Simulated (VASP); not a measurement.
Write the native input for VASP 6.6.1 that does the following.

- Task: single point
- Functional: PBEsol
- Potentials or basis: VASP PAW PBE potentials, release 64 (Ge_d, Zn)
- Cutoff: 520 eV
- k mesh: 5 × 5 × 5
- Occupations: methfessel-paxton, width 0.1 eV
- Spin: no spin polarisation
- Dipole correction: no
- Further INCAR settings: ALGO = Normal; EDIFF = 1e-06; NBANDS = 35

The structure of ZnGe3 lies in POSCAR:

```
ZnGe3
1.0
    4.2223630000      0.0000000000      0.0000000000
    0.0000000000      4.2223630000      0.0000000000
    0.0000000000      0.0000000000      4.2223630000
Ge Zn
3 1
Direct
    0.5000000000      0.5000000000      0.0000000000
    0.5000000000      0.0000000000      0.5000000000
    0.0000000000      0.5000000000      0.5000000000
    0.0000000000      0.0000000000      0.0000000000
```

One way to write it, as run:

INCAR

```
PREC = Accurate
ENCUT = 520
EDIFF = 1E-6
ISMEAR = 1
SIGMA = 0.1
LREAL = False
LASPH = True
NELM = 60
ALGO = Normal
ISIF = 2
LWAVE = False
LCHARG = False
GGA = PS
NBANDS = 35
```

KPOINTS

```
Automatic mesh
0
Gamma
  5 5 5
```

Potentials or basis: VASP PAW PBE potentials, release 64 (Ge_d, Zn).

Run with:

```sh
$ cat potpaw_PBE.64/Ge_d/POTCAR potpaw_PBE.64/Zn/POTCAR > POTCAR
$ mpirun -np 1 vasp_std > vasp.out
```

Results of the run:

The pressure is -3.8 GPa and the band gap on the k mesh is zero (bands 27 and 28 overlap by 2.17 eV).

Caveat: the cell stands under tension; the PAW data sets were made with another functional, which shifts forces and pressure a little.

Run time: 24 s on 1 thread of Intel Xeon 8259CL (shared host), peak memory 0.18 GiB.
